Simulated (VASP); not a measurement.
H2CO, 32 atoms in the cell. The cell holds a disordered packing, 32 atoms: a = 7.601 Å, b = 7.601 Å, c = 7.601 Å, α = 90.00°, β = 90.00°, γ = 90.00°. 

```yaml
Program: VASP 6.6.1
Task: single point
Functional: PBE
Dispersion: D3(BJ)
Potentials_or_basis: VASP PAW PBE potentials, release 64 (O_h, C_h, H_h)
Cutoff: 1000 eV
k_mesh: 1 × 1 × 1
Occupations: fermi-dirac, width 0.02 eV
Spin: no spin polarisation
Dipole_correction: no
Further_INCAR_settings: LREAL = Auto; ALGO = Normal; EDIFF = 1e-06; NBANDS = 70
```

Potentials or basis: VASP PAW PBE potentials, release 64 (O_h, C_h, H_h).

Run with:

```sh
$ cat potpaw_PBE.64/O_h/POTCAR potpaw_PBE.64/C_h/POTCAR potpaw_PBE.64/H_h/POTCAR > POTCAR
$ mpirun -np 1 vasp_gam > vasp.out
```

Hardware: 1 thread of Intel(R) Xeon(R) Platinum 8175M CPU @ 2.50GHz (Skylake/Cascade Lake), with other jobs on the host.

Question: Estimate the wall time of this run.

Answer: Wall time 2.3 min on 1 thread of Intel(R) Xeon(R) Platinum 8175M CPU @ 2.50GHz (Skylake/Cascade Lake) (shared host), peak memory 0.92 GiB. Counts: scf iterations 16, k points 1.
